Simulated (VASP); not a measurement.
C:

```
CELL_PARAMETERS angstrom
0.00000 1.78002 1.78002
1.78002 0.00000 1.78002
1.78002 1.78002 0.00000
ATOMIC_POSITIONS crystal
C 0.00000 0.00000 0.00000
C 0.25000 0.25000 0.25000
```

Base run:

```yaml
Program: VASP 6.6.1
Functional: r2SCAN
Potentials_or_basis: VASP PAW PBE potentials, release 64 (C_h)
Cutoff: 910 eV
k_mesh: 12 × 12 × 12
Occupations: gaussian, width 0.01 eV
Spin: no spin polarisation
```

Its results: band gap on the k mesh 4.39 eV, indirect (least direct gap 5.89 eV); pressure -0.8 GPa.

Q: The run is repeated on the same cell with these changes: potentials or basis from VASP PAW PBE potentials, release 64 (C_h) to VASP PAW PBE potentials, release 64 (C); cutoff from 910 eV to 520 eV. What comes out?

A: Band gap on the k mesh 4.36 eV, indirect (least direct gap 5.85 eV); pressure 1.2 GPa.

Caveats: the PAW data sets were made with another functional, which shifts forces and pressure a little; the cutoff is under 1.25 times the usual one of these potentials, so pressure, stress and relaxed cells hold a basis-set (Pulay) error (some runs).

A k mesh can miss the band edges.
